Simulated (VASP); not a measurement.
# Nb (Im-3m) in VASP: single point with PBEsol

Aim: the single point of Nb with PBEsol.

Program: VASP 6.6.1. These are calculated values, not measurements. Logs are shortened: lines on timing, memory, paths and dates and some standing lists are left out, and cuts for length are marked.

## Step 1: The cell of the first run

It takes space group Im-3m (No. 229, cubic). Conventional cell: a = 3.275 Å, b = 3.275 Å, c = 3.275 Å, α = 90.00°, β = 90.00°, γ = 90.00°. Within 3.7 Å of Nb (site symmetry m-3m) lie 14 Nb at 2.84 to 3.28 Å.

## Step 2: Single point, PBEsol

File INCAR:

```
ALGO = Normal
EDIFF = 1E-6
ENCUT = 520
GGA = PS
ISIF = 2
ISMEAR = -1
LASPH = True
LCHARG = False
LREAL = False
LWAVE = False
NBANDS = 12
NELM = 80
PREC = Accurate
SIGMA = 0.13605693000000002
```

File KPOINTS:

```
k-points
0
Gamma
  14 14 14
```

File POSCAR:

```
Nb
1.0
   -1.6375866745      1.6375866745      1.6375866745
    1.6375866745     -1.6375866745      1.6375866745
    1.6375866745      1.6375866745     -1.6375866745
Nb
1
Direct
    0.0000000000      0.0000000000      0.0000000000
```

Potentials or basis: VASP PAW PBE potentials, release 64 (Nb_sv).

Launch:

```console
cat potpaw_PBE.64/Nb_sv/POTCAR > POTCAR
mpirun -np 1 vasp_std > vasp.out
```

OUTCAR:

```text
EDIFF = 1E-6
   ENCUT = 520
   GGA = PS
   ISIF = 2
   ISMEAR = -1
   LASPH = True
   LREAL = False
   NELM = 80
   PREC = Accurate

 ion  position               nearest neighbor table
   1  0.000  0.000  0.000-

  LATTYP: Found a body centered cubic cell.
 ALAT       =     3.2751733490

  Lattice vectors:

 A1 = (  -1.6375866745,   1.6375866745,   1.6375866745)
 A2 = (   1.6375866745,  -1.6375866745,   1.6375866745)
 A3 = (   1.6375866745,   1.6375866745,  -1.6375866745)

Analysis of symmetry for initial positions (statically):
=====================================================================
 Subroutine PRICEL returns:
 Original cell was already a primitive cell.

 Routine SETGRP: Setting up the symmetry group for a
 body centered cubic supercell.

 Subroutine GETGRP returns: Found 48 space group operations
 (whereof 48 operations were pure point group operations)
 out of a pool of 48 trial point group operations.

The static configuration has the point symmetry O_h .

Analysis of symmetry for dynamics (positions and initial velocities):
=====================================================================
 Subroutine PRICEL returns:
 Original cell was already a primitive cell.

 Routine SETGRP: Setting up the symmetry group for a
 body centered cubic supercell.

 Subroutine GETGRP returns: Found 48 space group operations
 (whereof 48 operations were pure point group operations)
 out of a pool of 48 trial point group operations.

The dynamic configuration has the point symmetry O_h .

 Subroutine INISYM returns: Found 48 space group operations
 (whereof 48 operations are pure point group operations),
 and found     1 'primitive' translations

----------------------------------------------------------------------------------------

                                     Primitive cell

  volume of cell :      17.5660

  direct lattice vectors                    reciprocal lattice vectors
    -1.637586675  1.637586675  1.637586675     0.000000000  0.305327350  0.305327350
     1.637586675 -1.637586675  1.637586675     0.305327350  0.000000000  0.305327350
     1.637586675  1.637586675 -1.637586675     0.305327350  0.305327350  0.000000000

  length of vectors
     2.836383322  2.836383322  2.836383322     0.431798080  0.431798080  0.431798080

  position of ions in fractional coordinates (direct lattice)
     0.000000000  0.000000000  0.000000000

  ion indices of the primitive-cell ions
   primitive index   ion index
                 1           1

----------------------------------------------------------------------------------------

 KPOINTS: k-points

Automatic generation of k-mesh.
 Grid dimensions read from file:
 generate k-points for:   14   14   14

 Generating k-lattice:

  Cartesian coordinates                     Fractional coordinates (reciprocal lattice)
     0.000000000  0.021809096  0.021809096     0.071428571  0.000000000  0.000000000
     0.021809096  0.000000000  0.021809096     0.000000000  0.071428571  0.000000000
     0.021809096  0.021809096  0.000000000     0.000000000  0.000000000  0.071428571

  Length of vectors
     0.030842720  0.030842720  0.030842720

  Shift w.r.t. Gamma in fractional coordinates (k-lattice)
     0.000000000  0.000000000  0.000000000

 Subroutine IBZKPT returns following result:
 ===========================================

 Found    104 irreducible k-points:

 Following reciprocal coordinates:
            Coordinates               Weight
  0.000000  0.000000  0.000000      1.000000
  0.071429  0.000000  0.000000     12.000000
  0.142857  0.000000  0.000000     12.000000
  0.214286  0.000000  0.000000     12.000000
  0.285714  0.000000  0.000000     12.000000
  0.357143  0.000000  0.000000     12.000000
[... 16 lines left out ...]
  0.285714  0.285714  0.000000     24.000000
  0.357143  0.285714  0.000000     24.000000
 [... further k-points ...]
   k-points           NKPTS =    104   k-points in BZ     NKDIM =    104   number of bands    NBANDS=     12
   number of dos      NEDOS =    301   number of ions     NIONS =      1
   total plane-waves  NPLWV =  13824
   dimension x,y,z NGX =    24 NGY =   24 NGZ =   24
   dimension x,y,z NGXF=    48 NGYF=   48 NGZF=   48
   ions per type =               1
   NGX,Y,Z   is equivalent  to a cutoff of  14.07, 14.07, 14.07 a.u.
   NGXF,Y,Z  is equivalent  to a cutoff of  28.13, 28.13, 28.13 a.u.
 SYSTEM =  unknown system
   PREC   = accura    normal or accurate (medium, high low for compatibility)
   ISTART =      0    job   : 0-new  1-cont  2-samecut
   ICHARG =      2    charge: 1-file 2-atom 10-const
   ISPIN  =      1    spin polarized calculation?
   LNONCOLLINEAR =      F non collinear calculations
   LSORBIT =      F    spin-orbit coupling
   LASPH  =      T    aspherical Exc in radial PAW
   ENCUT  =  520.0 eV  38.22 Ry    6.18 a.u.   5.27  5.27  5.27*2*pi/ulx,y,z
   NELM   =     80;   NELMIN=  2; NELMDL= -5     # of ELM steps
   EDIFF  = 0.1E-05   stopping-criterion for ELM
   LREAL  =      F    real-space projection
   EDIFFG = 0.1E-04   stopping-criterion for IOM
   NSW    =      0    number of steps for IOM
   IBRION =     -1    ionic relax: 0-MD 1-quasi-New 2-CG
   NFREE  =      0    steps in history (QN), initial steepest desc. (CG)
   ISIF   =      2    stress and relaxation
   ISYM   =      2    0-nonsym 1-usesym 2-fastsym
   POTIM  = 0.5000    time-step for ionic-motion
   TEBEG  =    0.0;   TEEND  =   0.0 temperature during run
   PSTRESS=    0.0 pullay stress
   NELECT =      13.0000    total number of electrons
   NUPDOWN=      -1.0000    fix difference up-down
   EMIN   =  10.00;   EMAX   =-10.00  energy-range for DOS
   EFERMI =   0.00;   METHOD = LEGACY
   ISMEAR =    -1;   SIGMA  =   0.14  broadening in eV -4-tet -1-fermi 0-gaus
   EFERMI_NEDOS =   21; number of points for ismear=-14 and -15
   IALGO  =     38    algorithm
   IMIX   =      4    mixing-type and parameters
     AMIX     =   0.40;   BMIX     =  1.00
     AMIX_MAG =   1.60;   BMIX_MAG =  1.00
  volume/ion in A,a.u.               =      17.57       118.54
  Fermi-wavevector in a.u.,A,eV,Ry     =   1.480807  2.798319 29.834692  2.192788
  Thomas-Fermi vector in A             =   2.594795
   LORBIT       =      0    0 simple, 1 ext, 2 COOP (PROOUT), +10 PAW based schemes
   GGA     = PS    functional components
   LHFCALC =     F    Hartree Fock is set to
   AEXX    =    0.0000 exact exchange contribution
   IVDW    =     0    specifies the selected vdW correction
   LEPSILON=     F    determine dielectric tensor
   LRPA    =     F    only Hartree local field effects (RPA)
 non-spin polarized calculation
  energy-cutoff  :      520.00
  volume of cell :       17.57
 maximum number of plane-waves:       490
 NGX is ok and might be reduce to    24
   NGX = 11   NGY = 11   NGZ = 11

 number of electron      13.0000001 magnetization

 Free energy of the ion-electron system (eV)
  ---------------------------------------------------
  ext. energy  EPLUGINS =         0.00000000
  ---------------------------------------------------
  free energy    TOTEN  =       -10.99371403 eV

  energy without entropy =      -10.90792990  energy(sigma->0) =      -10.95082197

 E-fermi :  11.4334     XC(G=0): -12.7597

 val. band max:       11.4320105250   @ k =   0.2857   0.1429   0.0714
 cond. band min:      11.4397598469   @ k =  -0.1429   0.1429   0.0714
 fundamental gap:      0.0077493220
 Fermi energy:        11.4334497889

 k-point     1 :       0.0000    0.0000    0.0000
  band No.  band energies     occupation
      1     -42.8388      2.00000
      2     -18.0981      2.00000
      3     -18.0981      2.00000
      4     -18.0981      2.00000
      5       5.3791      2.00000
      6      11.7562      0.17067
      7      11.7562      0.17067
      8      11.7562      0.17067
      9      14.7508      0.00000
     10      14.7508      0.00000
     11      25.6772      0.00000
     12      25.6772      0.00000

 k-point     2 :       0.0714    0.0000    0.0000
  band No.  band energies     occupation
      1     -42.8255      2.00000
      2     -18.1776      2.00000
      3     -18.1220      2.00000
      4     -18.0988      2.00000
      5       5.5963      2.00000
      6      11.6213      0.40190
      7      11.7225      0.21355
      8      11.9652      0.03937
      9      14.5453      0.00000
     10      14.7508      0.00000
     11      25.8573      0.00000
     12      26.0534      0.00000

 k-point     3 :       0.1429    0.0000    0.0000
  band No.  band energies     occupation
      1     -42.7882      2.00000
      2     -18.3962      2.00000
      3     -18.1885      2.00000
      4     -18.1008      2.00000
      5       6.1960      2.00000
      6      11.2675      1.54391
      7      11.5678      0.54281
      8      12.5793      0.00044
      9      14.2053      0.00000
     10      14.7687      0.00000
     11      26.2310      0.00000
     12      27.1241      0.00000
[... 286 lines left out ...]
 k-point    23 :       0.2857    0.2857    0.0000
  band No.  band energies     occupation
      1     -42.5407      2.00000
      2     -19.2902      2.00000
      3     -18.8973      2.00000
      4     -18.2753      2.00000
      5       9.0262      2.00000
      6      10.0548      1.99992
      7      11.0396      1.89519
      8      14.7514      0.00000
      9      15.5730      0.00000
     10      20.6860      0.00000
     11      22.4871      0.00000
     12      24.5850      0.00000

 k-point    24 :       0.3571    0.2857    0.0000
  band No.  band energies     occupation
      1     -42.5321      2.00000
      2     -19.2347      2.00000
      3     -19.0075      2.00000
      4     -18.2829      2.00000
      5       9.0737      2.00000
      6      10.2162      1.99974
      7      10.8916      1.96341
      8      14.9935      0.00000
      9      15.5024      0.00000
     10      21.8328      0.00000
     11      21.8912      0.00000
     12      23.6665      0.00000

 [... further k-points ...]

------------------------ aborting loop because EDIFF is reached ----------------------------------------

  FORCE on cell =-STRESS in cart. coord.  units (eV):
  Direction    XX          YY          ZZ          XY          YZ          ZX
  --------------------------------------------------------------------------------------
  -------------------------------------------------------------------------------------
  Total       -0.0325014     -0.0325014     -0.0325014      0.0000000      0.0000000      0.0000000
  in kB       -2.9644222     -2.9644222     -2.9644222      0.0000000      0.0000000      0.0000000
  external PRESSURE =      -2.9644222 kB  Pullay stress =       0.0000000 kB

 VOLUME and BASIS-vectors are now :
 -----------------------------------------------------------------------------
  energy-cutoff  :      520.00
  volume of cell :       17.57
      direct lattice vectors                 reciprocal lattice vectors
    -1.637586675  1.637586675  1.637586675     0.000000000  0.305327350  0.305327350
     1.637586675 -1.637586675  1.637586675     0.305327350  0.000000000  0.305327350
     1.637586675  1.637586675 -1.637586675     0.305327350  0.305327350  0.000000000

 POSITION                                       TOTAL-FORCE (eV/Angst)
 -----------------------------------------------------------------------------------
      0.00000      0.00000      0.00000         0.000000     -0.000000     -0.000000
 -----------------------------------------------------------------------------------
    total drift:                                0.000000      0.000000     -0.000000

  FREE ENERGIE OF THE ION-ELECTRON SYSTEM (eV)
  ---------------------------------------------------
  free  energy   TOTEN  =       -10.9937140321 eV

  energy  without entropy=      -10.9079298983  energy(sigma->0) =      -10.95082197
```

Wall time 12 s (1 thread of Intel Xeon 6975P-C, shared host); peak memory 0.15 GiB.

Results:

* Free energy: -10.9937 eV
* Pressure: -0.3 GPa

Caveat: the PAW data sets were made with another functional, which shifts forces and pressure a little.
